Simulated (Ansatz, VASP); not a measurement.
## LaRe: VASP beside Ansatz

```
La Re
1.0
     3.57335    0.00000    0.00000
     0.00000    3.57335    0.00000
     0.00000    0.00000    3.57335
La Re
1 1
Direct
  0.00000 0.00000 0.00000
  0.50000 0.50000 0.50000
```

Alike in both runs: task single point; functional r2SCAN; k mesh 10 × 10 × 10; occupations gaussian, width 0.05 eV; no spin polarisation.

|  | VASP | Ansatz |
| --- | --- | --- |
| version | VASP 6.6.1 | Ansatz 0.2.0 |
| potentials or method | VASP PAW PBE potentials, release 64 (La, Re), cutoff 520 eV | scalar-relativistic, plane waves, PAW |
| valence electrons in the cell | 18 | 26 |

```tsv
	VASP	Ansatz	Ansatz less VASP
gap on the k mesh at the Fermi level (eV)	none	none	-
pressure (GPa)	-0.2	0.0	+0.20
```

VASP's potentials were made for PBE, not for r2SCAN. A gap of «none» marks a metal or a gap that the smearing closes. VASP's potentials hold 18 valence electrons a cell and Ansatz's 26, so a difference there can come from the potentials and not from the codes.

Spin-orbit coupling is off throughout.
